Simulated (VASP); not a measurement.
# Al4CoNi3 (P4/mmm) in VASP: notebook

Al4CoNi3 is run at these levels: PBE; tasks: single point.

Everything below comes from runs of VASP 6.6.1. Logs are shortened: lines on timing, memory, paths and dates and some standing lists are left out, and cuts for length are marked.

**1. The cell of the first run**

It takes space group P4/mmm (No. 123, tetragonal). Conventional cell: a = 4.094 Å, b = 4.094 Å, c = 5.751 Å, α = 90.00°, β = 90.00°, γ = 90.00°. Al (site symmetry 2mm) has 2 Co at 2.50 Å and 6 Ni at 2.50 to 2.51 Å and 6 Al at 2.86 to 2.90 Å within 3.3 Å. Co (site symmetry 4/mmm) has 8 Al at 2.50 Å and 6 Ni at 2.88 to 2.90 Å within 3.3 Å. Ni (site symmetry 4/mmm) has 8 Al at 2.51 Å and 6 Ni at 2.88 to 2.90 Å within 3.3 Å. Within 3.3 Å of Ni (site symmetry 4/mmm) lie 8 Al at 2.50 Å and 2 Ni at 2.88 Å and 4 Co at 2.90 Å. Ni (site symmetry 4/mmm) has 8 Al at 2.51 Å and 2 Co at 2.88 Å and 4 Ni at 2.90 Å within 3.3 Å.

**2. Single point, PBE, collinear spin, ferromagnetic start**

Contents of INCAR:

```
PREC = Accurate
ENCUT = 520
EDIFF = 1E-6
ISMEAR = 0
SIGMA = 0.1
LREAL = False
LASPH = True
NELM = 150
ALGO = Normal
ISIF = 2
LWAVE = False
LCHARG = True
ISPIN = 2
MAGMOM = 0 0 0 0 3 2 2 2
LORBIT = 11
LMAXMIX = 4
GGA = PE
LELF = True
LVHAR = True
NBANDS = 40
```

Contents of KPOINTS:

```
regular mesh
0
Gamma
  4 4 4
```

Contents of POSCAR:

```
Al4CoNi3
1.0
    4.0942700533      0.0000000000      0.0000000000
    0.0000000000      4.0942700533      0.0000000000
    0.0000000000      0.0000000000      5.7514714385
Al Co Ni
4 1 3
Direct
    0.0000000000      0.5000000000      0.7488341582
    0.0000000000      0.5000000000      0.2511658418
    0.5000000000      0.0000000000      0.7488341582
    0.5000000000      0.0000000000      0.2511658418
    0.5000000000      0.5000000000      0.5000000000
    0.0000000000      0.0000000000      0.0000000000
    0.0000000000      0.0000000000      0.5000000000
    0.5000000000      0.5000000000      0.0000000000
```

Potentials or basis: VASP PAW PBE potentials, release 64 (Al, Co, Ni).

Launch:

```
cat potpaw_PBE.64/Al/POTCAR potpaw_PBE.64/Co/POTCAR potpaw_PBE.64/Ni/POTCAR > POTCAR
mpirun -np 1 vasp_std > vasp.out
```

OUTCAR:

```text
PREC = Accurate
   ENCUT = 520
   EDIFF = 1E-6
   ISMEAR = 0
   LREAL = False
   LASPH = True
   NELM = 150
   ISIF = 2
   ISPIN = 2
   LORBIT = 11
   GGA = PE

 ion  position               nearest neighbor table
   1  0.000  0.500  0.749-   5 2.50   7 2.50   7 2.50   5 2.50   6 2.51   6 2.51   8 2.51   8 2.51
                             2 2.86   2 2.89   3 2.90   3 2.90   3 2.90   3 2.90
   2  0.000  0.500  0.251-   5 2.50   7 2.50   7 2.50   5 2.50   6 2.51   6 2.51   8 2.51   8 2.51
                             1 2.86   1 2.89   4 2.90   4 2.90   4 2.90   4 2.90
   3  0.500  0.000  0.749-   5 2.50   7 2.50   5 2.50   7 2.50   6 2.51   8 2.51   6 2.51   8 2.51
                             4 2.86   4 2.89   1 2.90   1 2.90   1 2.90   1 2.90
   4  0.500  0.000  0.251-   5 2.50   7 2.50   5 2.50   7 2.50   6 2.51   8 2.51   6 2.51   8 2.51
                             3 2.86   3 2.89   2 2.90   2 2.90   2 2.90   2 2.90
   5  0.500  0.500  0.500-   1 2.50   2 2.50   3 2.50   4 2.50   3 2.50   4 2.50   1 2.50   2 2.50
                             8 2.88   8 2.88   7 2.90   7 2.90   7 2.90   7 2.90
   6  0.000  0.000  0.000-   1 2.51   2 2.51   3 2.51   4 2.51   1 2.51   2 2.51   3 2.51   4 2.51
                             7 2.88   7 2.88   8 2.90   8 2.90   8 2.90   8 2.90
   7  0.000  0.000  0.500-   1 2.50   2 2.50   3 2.50   4 2.50   1 2.50   2 2.50   3 2.50   4 2.50
                             6 2.88   6 2.88   5 2.90   5 2.90   5 2.90   5 2.90
   8  0.500  0.500  0.000-   1 2.51   2 2.51   3 2.51   4 2.51   3 2.51   4 2.51   1 2.51   2 2.51
                             5 2.88   5 2.88   6 2.90   6 2.90   6 2.90   6 2.90

  LATTYP: Found a simple tetragonal cell.
 ALAT       =     4.0942700533
 C/A-ratio  =     1.4047611329

  Lattice vectors:

 A1 = (   4.0942700533,   0.0000000000,   0.0000000000)
 A2 = (   0.0000000000,   4.0942700533,   0.0000000000)
 A3 = (   0.0000000000,   0.0000000000,   5.7514714385)

Analysis of symmetry for initial positions (statically):
=====================================================================
 Subroutine PRICEL returns:
 Original cell was already a primitive cell.

 Routine SETGRP: Setting up the symmetry group for a
 simple tetragonal supercell.

 Subroutine GETGRP returns: Found 16 space group operations
 (whereof 16 operations were pure point group operations)
 out of a pool of 16 trial point group operations.

The static configuration has the point symmetry D_4h.

Analysis of symmetry for dynamics (positions and initial velocities):
=====================================================================
 Subroutine PRICEL returns:
 Original cell was already a primitive cell.

 Routine SETGRP: Setting up the symmetry group for a
 simple tetragonal supercell.

 Subroutine GETGRP returns: Found 16 space group operations
 (whereof 16 operations were pure point group operations)
 out of a pool of 16 trial point group operations.

The dynamic configuration has the point symmetry D_4h.

Analysis of structural, dynamic, and magnetic symmetry:
=====================================================================
 Subroutine PRICEL returns:
 Original cell was already a primitive cell.

 Routine SETGRP: Setting up the symmetry group for a
 simple tetragonal supercell.

 Subroutine GETGRP returns: Found 16 space group operations
 (whereof 16 operations were pure point group operations)
 out of a pool of 16 trial point group operations.

The overall configuration has the point symmetry D_4h.

 Subroutine INISYM returns: Found 16 space group operations
 (whereof 16 operations are pure point group operations),
 and found     1 'primitive' translations

----------------------------------------------------------------------------------------

                                     Primitive cell

  volume of cell :      96.4122

  direct lattice vectors                    reciprocal lattice vectors
     4.094270053  0.000000000  0.000000000     0.244243781  0.000000000  0.000000000
     0.000000000  4.094270053  0.000000000     0.000000000  0.244243781  0.000000000
     0.000000000  0.000000000  5.751471439     0.000000000  0.000000000  0.173868550

  length of vectors
     4.094270053  4.094270053  5.751471439     0.244243781  0.244243781  0.173868550

  position of ions in fractional coordinates (direct lattice)
     0.000000000  0.500000000  0.748834158
     0.000000000  0.500000000  0.251165842
     0.500000000  0.000000000  0.748834158
     0.500000000  0.000000000  0.251165842
     0.500000000  0.500000000  0.500000000
[... 71 lines left out ...]
   ISTART =      0    job   : 0-new  1-cont  2-samecut
   ICHARG =      2    charge: 1-file 2-atom 10-const
   ISPIN  =      2    spin polarized calculation?
   LNONCOLLINEAR =      F non collinear calculations
   LSORBIT =      F    spin-orbit coupling
   LASPH  =      T    aspherical Exc in radial PAW
   ENCUT  =  520.0 eV  38.22 Ry    6.18 a.u.   7.61  7.61 10.69*2*pi/ulx,y,z
   NELM   =    150;   NELMIN=  2; NELMDL= -5     # of ELM steps
   EDIFF  = 0.1E-05   stopping-criterion for ELM
   LREAL  =      F    real-space projection
   EDIFFG = 0.1E-04   stopping-criterion for IOM
   NSW    =      0    number of steps for IOM
   IBRION =     -1    ionic relax: 0-MD 1-quasi-New 2-CG
   NFREE  =      0    steps in history (QN), initial steepest desc. (CG)
   ISIF   =      2    stress and relaxation
   ISYM   =      2    0-nonsym 1-usesym 2-fastsym
   POTIM  = 0.5000    time-step for ionic-motion
   TEBEG  =    0.0;   TEEND  =   0.0 temperature during run
   PSTRESS=    0.0 pullay stress
   NELECT =      51.0000    total number of electrons
   NUPDOWN=      -1.0000    fix difference up-down
   EMIN   =  10.00;   EMAX   =-10.00  energy-range for DOS
   EFERMI =   0.00;   METHOD = LEGACY
   ISMEAR =     0;   SIGMA  =   0.10  broadening in eV -4-tet -1-fermi 0-gaus
   EFERMI_NEDOS =   21; number of points for ismear=-14 and -15
   IALGO  =     38    algorithm
   IMIX   =      4    mixing-type and parameters
     AMIX     =   0.40;   BMIX     =  1.00
     AMIX_MAG =   1.60;   BMIX_MAG =  1.00
  volume/ion in A,a.u.               =      12.05        81.33
  Fermi-wavevector in a.u.,A,eV,Ry     =   1.323999  2.501995 23.850642  1.752973
  Thomas-Fermi vector in A             =   2.453566
   LORBIT       =     11    0 simple, 1 ext, 2 COOP (PROOUT), +10 PAW based schemes
   GGA     = PE    functional components
   LHFCALC =     F    Hartree Fock is set to
   AEXX    =    0.0000 exact exchange contribution
   IVDW    =     0    specifies the selected vdW correction
   LEPSILON=     F    determine dielectric tensor
   LRPA    =     F    only Hartree local field effects (RPA)
 spin polarized calculation
 Gauss-broadening in eV      SIGMA  =   0.10
  energy-cutoff  :      520.00
  volume of cell :       96.41
 maximum number of plane-waves:      2624
   NGX = 15   NGY = 15   NGZ = 21

 number of electron      51.0000059 magnetization       1.5740077

 Free energy of the ion-electron system (eV)
  ---------------------------------------------------
  ext. energy  EPLUGINS =         0.00000000
  ---------------------------------------------------
  free energy    TOTEN  =       -43.45893959 eV

  energy without entropy =      -43.43515102  energy(sigma->0) =      -43.44704530

 E-fermi :   9.8789     XC(G=0): -12.0271

 val. band max:        9.8777317026   @ k =   0.5000   0.2500   0.2500
 cond. band min:       9.8826104715   @ k =   0.5000   0.2500   0.5000
 fundamental gap:      0.0048787690
 Fermi energy:         9.8788757993

 spin component 1

 k-point     1 :       0.0000    0.0000    0.0000
  band No.  band energies     occupation
      1      -1.0720      1.00000
      2       3.1575      1.00000
      3       3.2738      1.00000
      4       4.6418      1.00000
      5       5.8592      1.00000
      6       5.8592      1.00000
[... 709 lines left out ...]
     36      15.0827      0.00000
     37      21.1531      0.00000
 Fermi energy:         9.8788757993

 spin component 2

 k-point     1 :       0.0000    0.0000    0.0000
  band No.  band energies     occupation
      1      -1.0423      1.00000
      2       3.1814      1.00000
      3       3.3490      1.00000
      4       4.7362      1.00000
      5       5.9901      1.00000
      6       5.9901      1.00000
[... 709 lines left out ...]
     36      15.3209      0.00000
     37      21.1844      0.00000
 [bands above 37 left out]

------------------------ aborting loop because EDIFF is reached ----------------------------------------

  FORCE on cell =-STRESS in cart. coord.  units (eV):
  Direction    XX          YY          ZZ          XY          YZ          ZX
  --------------------------------------------------------------------------------------
  -------------------------------------------------------------------------------------
  Total       -0.0427067     -0.0427067     -0.0262583      0.0000000      0.0000000      0.0000000
  in kB       -0.7096989     -0.7096989     -0.4363598      0.0000000      0.0000000      0.0000000
  external PRESSURE =      -0.6185859 kB  Pullay stress =       0.0000000 kB

 VOLUME and BASIS-vectors are now :
 -----------------------------------------------------------------------------
  energy-cutoff  :      520.00
  volume of cell :       96.41
      direct lattice vectors                 reciprocal lattice vectors
     4.094270053  0.000000000  0.000000000     0.244243781  0.000000000  0.000000000
     0.000000000  4.094270053  0.000000000     0.000000000  0.244243781  0.000000000
     0.000000000  0.000000000  5.751471439     0.000000000  0.000000000  0.173868550

 POSITION                                       TOTAL-FORCE (eV/Angst)
 -----------------------------------------------------------------------------------
      0.00000      2.04714      4.30690         0.000000      0.000000     -0.004942
      0.00000      2.04714      1.44457         0.000000     -0.000000      0.004942
      2.04714      0.00000      4.30690         0.000000     -0.000000     -0.004942
      2.04714      0.00000      1.44457        -0.000000     -0.000000      0.004942
      2.04714      2.04714      2.87574         0.000000     -0.000000      0.000000
      0.00000      0.00000      0.00000         0.000000     -0.000000      0.000000
      0.00000      0.00000      2.87574         0.000000     -0.000000      0.000000
      2.04714      2.04714      0.00000         0.000000     -0.000000      0.000000
 -----------------------------------------------------------------------------------
    total drift:                                0.000000      0.000000      0.000000

  FREE ENERGIE OF THE ION-ELECTRON SYSTEM (eV)
  ---------------------------------------------------
  free  energy   TOTEN  =       -43.4589395869 eV

  energy  without entropy=      -43.4351510173  energy(sigma->0) =      -43.44704530

 total charge

# of ion       s       p       d       tot
------------------------------------------
    1        0.384   0.413   0.000   0.797
    2        0.384   0.413   0.000   0.797
    3        0.384   0.413   0.000   0.797
    4        0.384   0.413   0.000   0.797
    5        0.429   0.482   7.463   8.374
    6        0.472   0.501   8.472   9.445
    7        0.470   0.533   8.438   9.441
    8        0.466   0.518   8.450   9.434
--------------------------------------------------
tot          3.374   3.687  32.823  39.884

 magnetization (x)

# of ion       s       p       d       tot
------------------------------------------
    1        0.000   0.007   0.000   0.007
    2        0.000   0.007   0.000   0.007
    3        0.000   0.007   0.000   0.007
    4        0.000   0.007   0.000   0.007
    5        0.017   0.013   0.884   0.913
    6        0.007   0.020   0.101   0.128
    7        0.004  -0.005   0.268   0.267
    8        0.003   0.004   0.206   0.213
--------------------------------------------------
tot          0.031   0.059   1.460   1.550
```

It used 560 s of CPU time on 1 thread of AMD EPYC 7R13 Processor (Zen 3) (shared host).

What came out:

* Free energy: -43.4589 eV
* Pressure: -0.1 GPa
* Largest force: 0.005 eV/Å
* Net moment: 1.57 μB per cell
* Site moments: Al +0.01; Co +0.91; Ni +0.13, +0.27, +0.21 μB
* Valence electrons inside the program's atomic spheres: Al 0.80; Co 8.37; Ni 9.45, 9.44, 9.43

Forces on the atoms (eV/Å):
```
Al   0.000  0.000 -0.005
Al   0.000  0.000  0.005
Al   0.000  0.000 -0.005
Al   0.000  0.000  0.005
Co   0.000  0.000  0.000
Ni   0.000  0.000  0.000
Ni   0.000  0.000  0.000
Ni   0.000  0.000  0.000
```

Levels at points of the mesh, in eV from the Fermi level:
Spin up:
```csv
k point,band 22,band 23,band 24,band 25,band 26,band 27,band 28,band 29,band 30,band 31
"(0.00, 0.00, 0.00)",-1.14,-1.07,-1.05,-0.68,1.53,2.15,2.16,2.16,2.56,3.73
"(0.50, 0.00, 0.00)",-1.60,-1.18,-1.03,-0.63,-0.52,1.03,1.07,2.59,2.75,5.32
"(0.50, 0.50, 0.00)",-1.76,-1.35,-1.35,-1.10,-1.10,-0.75,-0.69,1.55,1.65,2.61
"(0.00, 0.00, 0.50)",-1.05,-0.23,-0.23,-0.18,-0.18,0.93,0.96,1.64,1.77,2.69
"(0.50, 0.00, 0.50)",-1.93,-1.92,-1.90,2.24,2.27,2.30,2.34,2.37,2.38,2.43
"(0.50, 0.50, 0.50)",-1.75,-1.60,-1.60,-0.85,-0.77,-0.72,-0.69,4.83,4.83,4.97
```
Spin down:
```
           k point  band 21  band 22  band 23  band 24  band 25  band 26  band 27  band 28
(0.00, 0.00, 0.00)    -1.00    -0.81    -0.65    -0.02     0.10     1.89     2.19     2.19
(0.50, 0.00, 0.00)    -1.29    -1.20    -1.11    -0.62    -0.37     0.32     1.19     1.55
(0.50, 0.50, 0.00)    -1.74    -1.26    -1.00    -1.00    -0.75    -0.58     0.05     0.08
(0.00, 0.00, 0.50)    -0.81    -0.19    -0.19    -0.03     0.05     0.05     1.07     1.38
(0.50, 0.00, 0.50)    -1.52    -1.50    -1.34    -1.11     2.38     2.42     2.46     2.47
(0.50, 0.50, 0.50)    -1.66    -1.28    -1.15    -1.15    -0.51    -0.51     0.06     0.42
```

Caveat: the k points lie up to 0.38 Å⁻¹ apart.

**3. Single point, PBE, collinear spin, ferromagnetic start**

This run uses another cell than the first one, of 12.89 Å³/atom, 1.069 times its volume.

Contents of INCAR:

```
PREC = Accurate ; ENCUT = 520
EDIFF = 1E-7 ; ISMEAR = 0
SIGMA = 0.1 ; LREAL = False
LASPH = True ; NELM = 150
ALGO = Normal ; ISIF = 2
LWAVE = False ; LCHARG = False
ISPIN = 2 ; MAGMOM = 0 0 0 0 3 2 2 2
LORBIT = 11 ; LMAXMIX = 4
GGA = PE ; NBANDS = 40
```

KPOINTS is that of step 2.

Contents of POSCAR:

```
Al4CoNi3
1.0
    4.1773183500      0.0000000000      0.0000000000
    0.0000000000      4.1773183500      0.0000000000
    0.0000000000      0.0000000000      5.9076202700
Al Co Ni
4 1 3
Direct
    0.0000000000      0.5000000000      0.7500000000
    0.0000000000      0.5000000000      0.2500000000
    0.5000000000      0.0000000000      0.7500000000
    0.5000000000      0.0000000000      0.2500000000
    0.5000000000      0.5000000000      0.5000000000
    0.0000000000      0.0000000000      0.0000000000
    0.0000000000      0.0000000000      0.5000000000
    0.5000000000      0.5000000000      0.0000000000
```

Potentials or basis: VASP PAW PBE potentials, release 64 (Al, Co, Ni).

Launch:

```
cat potpaw_PBE.64/Al/POTCAR potpaw_PBE.64/Co/POTCAR potpaw_PBE.64/Ni/POTCAR > POTCAR
mpirun -np 1 vasp_std > vasp.out
```

OUTCAR:

```text
PREC = Accurate
   ENCUT = 520
   EDIFF = 1E-7
   ISMEAR = 0
   LREAL = False
   LASPH = True
   NELM = 150
   ISIF = 2
   ISPIN = 2
   LORBIT = 11
   GGA = PE

 ion  position               nearest neighbor table
   1  0.000  0.500  0.750-   5 2.56   6 2.56   7 2.56   8 2.56   6 2.56   7 2.56   5 2.56   8 2.56
                             3 2.95   3 2.95   3 2.95   3 2.95   2 2.95   2 2.95
   2  0.000  0.500  0.250-   5 2.56   6 2.56   7 2.56   8 2.56   6 2.56   7 2.56   5 2.56   8 2.56
                             4 2.95   4 2.95   4 2.95   4 2.95   1 2.95   1 2.95
   3  0.500  0.000  0.750-   5 2.56   6 2.56   7 2.56   8 2.56   5 2.56   8 2.56   6 2.56   7 2.56
                             1 2.95   1 2.95   1 2.95   1 2.95   4 2.95   4 2.95
   4  0.500  0.000  0.250-   5 2.56   6 2.56   7 2.56   8 2.56   5 2.56   8 2.56   6 2.56   7 2.56
                             2 2.95   2 2.95   2 2.95   2 2.95   3 2.95   3 2.95
   5  0.500  0.500  0.500-   1 2.56   2 2.56   3 2.56   4 2.56   3 2.56   4 2.56   1 2.56   2 2.56
                             7 2.95   7 2.95   7 2.95   7 2.95   8 2.95   8 2.95
   6  0.000  0.000  0.000-   1 2.56   2 2.56   3 2.56   4 2.56   1 2.56   2 2.56   3 2.56   4 2.56
                             8 2.95   8 2.95   8 2.95   8 2.95   7 2.95   7 2.95
[... 1692 lines left out ...]
    total drift:                                0.000000     -0.000000     -0.000000

  FREE ENERGIE OF THE ION-ELECTRON SYSTEM (eV)
  ---------------------------------------------------
  free  energy   TOTEN  =       -43.2512959878 eV

  energy  without entropy=      -43.2310308306  energy(sigma->0) =      -43.24116341

 total charge

# of ion       s       p       d       tot
------------------------------------------
    1        0.379   0.386   0.000   0.765
    2        0.379   0.386   0.000   0.765
    3        0.379   0.386   0.000   0.765
    4        0.379   0.386   0.000   0.765
    5        0.405   0.432   7.409   8.246
    6        0.447   0.449   8.448   9.344
    7        0.444   0.474   8.410   9.327
    8        0.442   0.465   8.426   9.333
--------------------------------------------------
tot          3.254   3.363  32.692  39.310

 magnetization (x)

# of ion       s       p       d       tot
------------------------------------------
    1       -0.000   0.006   0.000   0.006
    2       -0.000   0.006   0.000   0.006
    3       -0.000   0.006   0.000   0.006
    4       -0.000   0.006   0.000   0.006
    5        0.017   0.013   1.009   1.039
    6        0.005   0.019   0.097   0.121
    7        0.003  -0.006   0.289   0.286
    8        0.003   0.004   0.205   0.212
--------------------------------------------------
tot          0.027   0.054   1.599   1.680
```

OSZICAR:

```text
N       E                     dE             d eps       ncg     rms          rms(c)
DAV:   1     0.313989897425E+03    0.31399E+03   -0.21103E+04  2880   0.143E+03
DAV:   2    -0.245199070283E+02   -0.33851E+03   -0.31732E+03  2896   0.307E+02
[... 13 lines left out ...]
DAV:  16    -0.432512865926E+02    0.16829E-03   -0.19409E-04  4032   0.390E-01    0.557E-02
DAV:  17    -0.432512962219E+02   -0.96293E-05   -0.57471E-05  3488   0.704E-02    0.217E-02
DAV:  18    -0.432512966185E+02   -0.39652E-06   -0.32826E-06  4032   0.242E-02    0.116E-02
DAV:  19    -0.432512963511E+02    0.26731E-06   -0.64771E-07  3272   0.941E-03    0.600E-03
DAV:  20    -0.432512960309E+02    0.32029E-06   -0.23478E-07  2480   0.979E-03    0.172E-03
DAV:  21    -0.432512959878E+02    0.43075E-07   -0.57813E-08  1824   0.226E-03
   1 F= -.43251296E+02 E0= -.43241163E+02  d E =-.202652E-01  mag=     1.6950
```

It used 350 s of CPU time on 1 thread of AMD EPYC 7R13 Processor (Zen 3), on a shared host.

What came out:

```
Free energy                                           : -43.2513 eV
Pressure                                              : -9.2 GPa
Largest force                                         : 0.081 eV/Å
Net moment                                            : 1.69 μB per cell
Site moments                                          : Al +0.01; Co +1.04; Ni +0.12, +0.29, +0.21 μB
Valence electrons inside the program's atomic spheres : Al 0.77; Co 8.25; Ni 9.34, 9.33
```

Forces on the atoms (eV/Å):
```
Al   0.000  0.000 -0.081
Al   0.000  0.000  0.081
Al   0.000  0.000 -0.081
Al   0.000  0.000  0.081
Co   0.000  0.000  0.000
Ni   0.000  0.000  0.000
Ni   0.000  0.000  0.000
Ni   0.000  0.000  0.000
```

Stress tensor (GPa, compression positive):
```
-8.92  0.00  0.00
 0.00 -8.92  0.00
 0.00  0.00 -9.88
```

Caveat: the k points lie up to 0.38 Å⁻¹ apart.
